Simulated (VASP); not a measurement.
# Pt (Fm-3m) in VASP: further runs

Runs on Pt. Level: PBE. Tasks: single point.

Everything below comes from runs of VASP 6.6.1. Logs are shortened: lines on timing, memory, paths and dates and some standing lists are left out, and cuts for length are marked.

## 1. The cell of the first run

Symmetry: Fm-3m, No. 225, cubic system. The conventional cell has a = 3.847 Å, b = 3.847 Å, c = 3.847 Å, α = 90.00°, β = 90.00°, γ = 90.00°. Pt (site symmetry m-3m) has 12 Pt at 2.72 Å within 3.6 Å.

## 2. Single point, PBE (volume scaled by 0.91)

INCAR

```
  ALGO = Normal
  EDIFF = 1E-6
  ENCUT = 520
  GGA = PE
  ISIF = 2
  ISMEAR = 0
  LASPH = T
  LCHARG = T
  LELF = T
  LREAL = F
  LVHAR = T
  LWAVE = F
  NBANDS = 11
  NELM = 80
  PREC = Accurate
  SIGMA = 0.1
```

KPOINTS

```
k-points
0
Gamma
  18 18 18
```

POSCAR

```
Pt
1.0
    0.0000000000      1.9236236512      1.9236236512
    1.9236236512      0.0000000000      1.9236236512
    1.9236236512      1.9236236512      0.0000000000
Pt
1
Direct
    0.0000000000      0.0000000000      0.0000000000
```

Potentials or basis: VASP PAW PBE potentials, release 64 (Pt).

Run with:

```
> cat potpaw_PBE.64/Pt/POTCAR > POTCAR
> mpirun -np 1 vasp_std > vasp.out
```

OUTCAR:

```text
EDIFF = 1E-6
   ENCUT = 520
   GGA = PE
   ISIF = 2
   ISMEAR = 0
   LASPH = T
   LREAL = F
   NELM = 80
   PREC = Accurate

 ion  position               nearest neighbor table
   1  0.000  0.000  0.000-

  LATTYP: Found a face centered cubic cell.
 ALAT       =     3.8472473024

  Lattice vectors:

 A1 = (   0.0000000000,   1.9236236512,   1.9236236512)
 A2 = (   1.9236236512,   0.0000000000,   1.9236236512)
 A3 = (   1.9236236512,   1.9236236512,   0.0000000000)

Analysis of symmetry for initial positions (statically):
=====================================================================
 Subroutine PRICEL returns:
 Original cell was already a primitive cell.

 Routine SETGRP: Setting up the symmetry group for a
 face centered cubic supercell.

 Subroutine GETGRP returns: Found 48 space group operations
 (whereof 48 operations were pure point group operations)
 out of a pool of 48 trial point group operations.

The static configuration has the point symmetry O_h .

Analysis of symmetry for dynamics (positions and initial velocities):
=====================================================================
 Subroutine PRICEL returns:
 Original cell was already a primitive cell.

 Routine SETGRP: Setting up the symmetry group for a
 face centered cubic supercell.

 Subroutine GETGRP returns: Found 48 space group operations
 (whereof 48 operations were pure point group operations)
 out of a pool of 48 trial point group operations.

The dynamic configuration has the point symmetry O_h .

 Subroutine INISYM returns: Found 48 space group operations
 (whereof 48 operations are pure point group operations),
 and found     1 'primitive' translations

----------------------------------------------------------------------------------------

                                     Primitive cell

  volume of cell :      14.2361

  direct lattice vectors                    reciprocal lattice vectors
     0.000000000  1.923623651  1.923623651    -0.259926103  0.259926103  0.259926103
     1.923623651  0.000000000  1.923623651     0.259926103 -0.259926103  0.259926103
     1.923623651  1.923623651  0.000000000     0.259926103  0.259926103 -0.259926103

  length of vectors
     2.720414656  2.720414656  2.720414656     0.450205217  0.450205217  0.450205217

  position of ions in fractional coordinates (direct lattice)
     0.000000000  0.000000000  0.000000000

  ion indices of the primitive-cell ions
   primitive index   ion index
                 1           1

----------------------------------------------------------------------------------------

[... 80 lines left out ...]
   NELECT =      10.0000    total number of electrons
   NUPDOWN=      -1.0000    fix difference up-down
   EMIN   =  10.00;   EMAX   =-10.00  energy-range for DOS
   EFERMI =   0.00;   METHOD = LEGACY
   ISMEAR =     0;   SIGMA  =   0.10  broadening in eV -4-tet -1-fermi 0-gaus
   EFERMI_NEDOS =   21; number of points for ismear=-14 and -15
   IALGO  =     38    algorithm
   IMIX   =      4    mixing-type and parameters
     AMIX     =   0.40;   BMIX     =  1.00
     AMIX_MAG =   1.60;   BMIX_MAG =  1.00
  volume/ion in A,a.u.               =      14.24        96.07
  Fermi-wavevector in a.u.,A,eV,Ry     =   1.455274  2.750069 28.814717  2.117822
  Thomas-Fermi vector in A             =   2.572327
   LORBIT       =      0    0 simple, 1 ext, 2 COOP (PROOUT), +10 PAW based schemes
   GGA     = PE    functional components
   LHFCALC =     F    Hartree Fock is set to
   AEXX    =    0.0000 exact exchange contribution
   IVDW    =     0    specifies the selected vdW correction
   LEPSILON=     F    determine dielectric tensor
   LRPA    =     F    only Hartree local field effects (RPA)
 non-spin polarized calculation
 Gauss-broadening in eV      SIGMA  =   0.10
  energy-cutoff  :      520.00
  volume of cell :       14.24
 maximum number of plane-waves:       392
   NGX = 11   NGY = 11   NGZ = 11

 number of electron      10.0000000 magnetization

 number of electron       9.9999999 magnetization

 Free energy of the ion-electron system (eV)
  ---------------------------------------------------
  ext. energy  EPLUGINS =         0.00000000
  ---------------------------------------------------
  free energy    TOTEN  =        -5.98365273 eV

  energy without entropy =       -5.97395592  energy(sigma->0) =       -5.97880433

 E-fermi :  12.4177     XC(G=0): -13.8398

 val. band max:       12.4166480129   @ k =  -0.3889   0.3889   0.1667
 cond. band min:      12.4215549762   @ k =  -0.3333   0.3889   0.1111
 fundamental gap:      0.0049069633
 Fermi energy:        12.4177409250

 k-point     1 :       0.0000    0.0000    0.0000
  band No.  band energies     occupation
      1       1.5282      2.00000
      2       8.2512      2.00000
      3       8.2512      2.00000
      4       8.2512      2.00000
      5      10.6208      2.00000
      6      10.6208      2.00000
      7      26.8649      0.00000
      8      32.1617      0.00000
      9      32.1617      0.00000
     10      32.1617      0.00000
     11      37.7223      0.00000
[... 309 lines left out ...]
 k-point    24 :      -0.2222    0.0556    0.0000
  band No.  band energies     occupation
      1       3.6691      2.00000
      2       7.7110      2.00000
      3       8.6739      2.00000
      4       8.7480      2.00000
      5      10.3935      2.00000
      6      11.1483      2.00000
      7      26.3876      0.00000
      8      29.0963      0.00000
      9      34.0746      0.00000
     10      35.3680      0.00000
     11      36.6160      0.00000

 [... further k-points ...]

------------------------ aborting loop because EDIFF is reached ----------------------------------------

  FORCE on cell =-STRESS in cart. coord.  units (eV):
  Direction    XX          YY          ZZ          XY          YZ          ZX
  --------------------------------------------------------------------------------------
  -------------------------------------------------------------------------------------
  Total        2.6294497      2.6294497      2.6294497     -0.0000000      0.0000000      0.0000000
  in kB      295.9273681    295.9273681    295.9273681     -0.0000000      0.0000000      0.0000000
  external PRESSURE =     295.9273681 kB  Pullay stress =       0.0000000 kB

 VOLUME and BASIS-vectors are now :
 -----------------------------------------------------------------------------
  energy-cutoff  :      520.00
  volume of cell :       14.24
      direct lattice vectors                 reciprocal lattice vectors
     0.000000000  1.923623651  1.923623651    -0.259926103  0.259926103  0.259926103
     1.923623651  0.000000000  1.923623651     0.259926103 -0.259926103  0.259926103
     1.923623651  1.923623651  0.000000000     0.259926103  0.259926103 -0.259926103

 POSITION                                       TOTAL-FORCE (eV/Angst)
 -----------------------------------------------------------------------------------
      0.00000      0.00000      0.00000         0.000000     -0.000000      0.000000
 -----------------------------------------------------------------------------------
    total drift:                               -0.000000      0.000000      0.000000

  FREE ENERGIE OF THE ION-ELECTRON SYSTEM (eV)
  ---------------------------------------------------
  free  energy   TOTEN  =        -5.9836527311 eV

  energy  without entropy=       -5.9739559220  energy(sigma->0) =       -5.97880433
```

OSZICAR:

```text
N       E                     dE             d eps       ncg     rms          rms(c)
DAV:   1     0.408082454104E+02    0.40808E+02   -0.54018E+03  4378   0.852E+02
DAV:   2    -0.572287208184E+01   -0.46531E+02   -0.44953E+02  4931   0.181E+02
DAV:   3    -0.635020797066E+01   -0.62734E+00   -0.62283E+00  5050   0.198E+01
DAV:   4    -0.635260269448E+01   -0.23947E-02   -0.23945E-02  4961   0.144E+00
DAV:   5    -0.635262069323E+01   -0.17999E-04   -0.18000E-04  5061   0.115E-01    0.154E+01
DAV:   6    -0.603468160258E+01    0.31794E+00   -0.63537E-01  4665   0.652E+00    0.819E+00
DAV:   7    -0.598773914854E+01    0.46942E-01   -0.16486E-01  4938   0.324E+00    0.255E+00
DAV:   8    -0.598387241537E+01    0.38667E-02   -0.89764E-03  4680   0.838E-01    0.586E-01
DAV:   9    -0.598364786589E+01    0.22455E-03   -0.21848E-04  4854   0.133E-01    0.339E-02
DAV:  10    -0.598365275641E+01   -0.48905E-05   -0.49573E-06  5747   0.164E-02    0.244E-03
DAV:  11    -0.598365273115E+01    0.25258E-07   -0.32699E-08  2646   0.172E-03
   1 F= -.59836527E+01 E0= -.59788043E+01  d E =-.969681E-02
```

stdout:

```text
POSCAR found type information on POSCAR Pt
 POSCAR found :  1 types and       1 ions
 scaLAPACK will be used
 LDA part: xc-table for (Slater+PW92), standard interpolation
 POSCAR, INCAR and KPOINTS ok, starting setup
 FFT: planning ... GRIDC
 FFT: planning ... GRID_SOFT
 FFT: planning ... GRID
 WAVECAR not read
 entering main loop
```

Run time: 37 s. Hardware: 1 thread of Intel Xeon 8259CL, shared host; peak memory 0.15 GiB.

What came out:

```yaml
Free_energy: -5.9837 eV
Pressure: 29.6 GPa
Band_gap_on_the_k_mesh: zero (band 5 reaches 12.97 eV, above the bottom of band 6 at 10.50 eV)
```

Levels at points of the mesh, in eV from the Fermi level:
```csv
k point,band 1,band 2,band 3,band 4,band 5,band 6,band 7,band 8,band 9,band 10
"(0.00, 0.00, 0.00)",-10.89,-4.17,-4.17,-4.17,-1.80,-1.80,14.45,19.74,19.74,19.74
"(0.50, 0.00, 0.00)",-7.96,-4.25,-4.25,-0.72,0.05,0.05,6.30,14.03,19.36,19.36
"(0.50, 0.50, 0.00)",-7.75,-7.26,0.01,0.55,0.55,1.67,9.53,11.57,11.57,20.87
```

Caveat: spin-orbit coupling is left out, which moves the levels of the heavy elements.

## 3. Single point, PBE (volume scaled by 0.94)

INCAR

```
SYSTEM = Pt
PREC = Accurate ; ENCUT = 520
EDIFF = 1E-6 ; ISMEAR = 0
SIGMA = 0.1 ; LREAL = .FALSE.
LASPH = .TRUE. ; NELM = 100
ALGO = Normal ; ISIF = 2
LWAVE = .FALSE. ; LCHARG = .FALSE.
GGA = PE ; NBANDS = 11
```

KPOINTS

```
regular mesh
0
G
  18 18 18
  0 0 0
```

POSCAR

```
Pt
1.0
    0.0000000000      1.9445342422      1.9445342422
    1.9445342422      0.0000000000      1.9445342422
    1.9445342422      1.9445342422      0.0000000000
Pt
1
Direct
    0.0000000000      0.0000000000      0.0000000000
```

Potentials or basis: VASP PAW PBE potentials, release 64 (Pt).

Run with:

```
> cat potpaw_PBE.64/Pt/POTCAR > POTCAR
> mpirun -np 1 vasp_std > vasp.out
```

OUTCAR:

```text
SYSTEM = Pt
   PREC = Accurate
   ENCUT = 520
   EDIFF = 1E-6
   ISMEAR = 0
   LREAL = .FALSE.
   LASPH = .TRUE.
   NELM = 100
   ISIF = 2
   GGA = PE

 ion  position               nearest neighbor table
   1  0.000  0.000  0.000-

  LATTYP: Found a face centered cubic cell.
 ALAT       =     3.8890684844

  Lattice vectors:

 A1 = (   0.0000000000,   1.9445342422,   1.9445342422)
 A2 = (   1.9445342422,   0.0000000000,   1.9445342422)
 A3 = (   1.9445342422,   1.9445342422,   0.0000000000)

Analysis of symmetry for initial positions (statically):
=====================================================================
 Subroutine PRICEL returns:
 Original cell was already a primitive cell.

 Routine SETGRP: Setting up the symmetry group for a
 face centered cubic supercell.

 Subroutine GETGRP returns: Found 48 space group operations
 (whereof 48 operations were pure point group operations)
 out of a pool of 48 trial point group operations.

The static configuration has the point symmetry O_h .

Analysis of symmetry for dynamics (positions and initial velocities):
=====================================================================
 Subroutine PRICEL returns:
 Original cell was already a primitive cell.

 Routine SETGRP: Setting up the symmetry group for a
 face centered cubic supercell.

 Subroutine GETGRP returns: Found 48 space group operations
 (whereof 48 operations were pure point group operations)
 out of a pool of 48 trial point group operations.

The dynamic configuration has the point symmetry O_h .

 Subroutine INISYM returns: Found 48 space group operations
 (whereof 48 operations are pure point group operations),
 and found     1 'primitive' translations

----------------------------------------------------------------------------------------

                                     Primitive cell

  volume of cell :      14.7054

  direct lattice vectors                    reciprocal lattice vectors
[... 106 lines left out ...]
  volume/ion in A,a.u.               =      14.71        99.24
  Fermi-wavevector in a.u.,A,eV,Ry     =   1.439625  2.720496 28.198330  2.072519
  Thomas-Fermi vector in A             =   2.558459
   LORBIT       =      0    0 simple, 1 ext, 2 COOP (PROOUT), +10 PAW based schemes
   GGA     = PE    functional components
   LHFCALC =     F    Hartree Fock is set to
   AEXX    =    0.0000 exact exchange contribution
   IVDW    =     0    specifies the selected vdW correction
   LEPSILON=     F    determine dielectric tensor
   LRPA    =     F    only Hartree local field effects (RPA)
 non-spin polarized calculation
 Gauss-broadening in eV      SIGMA  =   0.10
  energy-cutoff  :      520.00
  volume of cell :       14.71
 maximum number of plane-waves:       411
   NGX = 11   NGY = 11   NGZ = 11

 number of electron      10.0000000 magnetization

 Free energy of the ion-electron system (eV)
  ---------------------------------------------------
  ext. energy  EPLUGINS =         0.00000000
  ---------------------------------------------------
  free energy    TOTEN  =        -6.05260064 eV

  energy without entropy =       -6.04235581  energy(sigma->0) =       -6.04747823

 E-fermi :  11.7615     XC(G=0): -13.6431

 val. band max:       11.7597212381   @ k =  -0.3889   0.3889   0.1667
 cond. band min:      11.7639464600   @ k =  -0.3333   0.3889   0.1111
 fundamental gap:      0.0042252219
 Fermi energy:        11.7614854265

 k-point     1 :       0.0000    0.0000    0.0000
  band No.  band energies     occupation
      1       1.2535      2.00000
      2       7.8100      2.00000
      3       7.8100      2.00000
      4       7.8100      2.00000
      5      10.0564      2.00000
      6      10.0564      2.00000
      7      26.3217      0.00000
      8      31.4316      0.00000
      9      31.4316      0.00000
     10      31.4316      0.00000
     11      36.8696      0.00000
[... 309 lines left out ...]
 k-point    24 :      -0.2222    0.0556    0.0000
  band No.  band energies     occupation
      1       3.3402      2.00000
      2       7.2975      2.00000
      3       8.2148      2.00000
      4       8.2852      2.00000
      5       9.8485      2.00000
      6      10.5611      2.00000
      7      25.5822      0.00000
      8      28.3627      0.00000
      9      33.0919      0.00000
     10      34.4420      0.00000
     11      35.6972      0.00000

 [... further k-points ...]
[... 5 lines left out ...]
  --------------------------------------------------------------------------------------
  -------------------------------------------------------------------------------------
  Total        1.6137446      1.6137446      1.6137446      0.0000000     -0.0000000     -0.0000000
  in kB      175.8201285    175.8201285    175.8201285      0.0000000     -0.0000000     -0.0000000
  external PRESSURE =     175.8201285 kB  Pullay stress =       0.0000000 kB

 VOLUME and BASIS-vectors are now :
 -----------------------------------------------------------------------------
  energy-cutoff  :      520.00
  volume of cell :       14.71
      direct lattice vectors                 reciprocal lattice vectors
     0.000000000  1.944534242  1.944534242    -0.257130982  0.257130982  0.257130982
     1.944534242  0.000000000  1.944534242     0.257130982 -0.257130982  0.257130982
     1.944534242  1.944534242  0.000000000     0.257130982  0.257130982 -0.257130982

 POSITION                                       TOTAL-FORCE (eV/Angst)
 -----------------------------------------------------------------------------------
      0.00000      0.00000      0.00000         0.000000      0.000000      0.000000
 -----------------------------------------------------------------------------------
    total drift:                                0.000000     -0.000000     -0.000000

  FREE ENERGIE OF THE ION-ELECTRON SYSTEM (eV)
  ---------------------------------------------------
  free  energy   TOTEN  =        -6.0526006424 eV

  energy  without entropy=       -6.0423558115  energy(sigma->0) =       -6.04747823
```

OSZICAR:

```text
N       E                     dE             d eps       ncg     rms          rms(c)
DAV:   1     0.401778346566E+02    0.40178E+02   -0.53426E+03  4370   0.845E+02
DAV:   2    -0.580721260963E+01   -0.45985E+02   -0.44099E+02  4871   0.179E+02
DAV:   3    -0.642476827840E+01   -0.61756E+00   -0.61461E+00  5005   0.197E+01
DAV:   4    -0.642715768493E+01   -0.23894E-02   -0.23892E-02  4953   0.144E+00
DAV:   5    -0.642717636898E+01   -0.18684E-04   -0.18682E-04  5051   0.118E-01    0.139E+01
DAV:   6    -0.609896038189E+01    0.32822E+00   -0.70062E-01  4644   0.676E+00    0.740E+00
DAV:   7    -0.605640727488E+01    0.42553E-01   -0.15475E-01  4947   0.310E+00    0.254E+00
DAV:   8    -0.605284036511E+01    0.35669E-02   -0.79412E-03  4683   0.778E-01    0.596E-01
DAV:   9    -0.605259674279E+01    0.24362E-03   -0.24469E-04  4809   0.138E-01    0.406E-02
DAV:  10    -0.605260073950E+01   -0.39967E-05   -0.53099E-06  5564   0.172E-02    0.442E-03
DAV:  11    -0.605260064245E+01    0.97046E-07   -0.30661E-08  2643   0.169E-03
   1 F= -.60526006E+01 E0= -.60474782E+01  d E =-.102448E-01
```

stdout:

```text
POSCAR found type information on POSCAR Pt
 POSCAR found :  1 types and       1 ions
 scaLAPACK will be used
 LDA part: xc-table for (Slater+PW92), standard interpolation
 POSCAR, INCAR and KPOINTS ok, starting setup
 FFT: planning ... GRIDC
 FFT: planning ... GRID_SOFT
 FFT: planning ... GRID
 WAVECAR not read
 entering main loop
```

Wall time 35 s (1 thread of Intel Xeon 8259CL, shared host); peak memory 0.15 GiB.

Results:

| Item | Value |
| --- | --- |
| Free energy | -6.0526 eV |
| Pressure | 17.6 GPa |
| Band gap on the k mesh | zero (band 5 reaches 12.28 eV, above the bottom of band 6 at 9.94 eV) |

Caveat: spin-orbit coupling is left out, which moves the levels of the heavy elements.

(Part 1 of 2 ends here.)
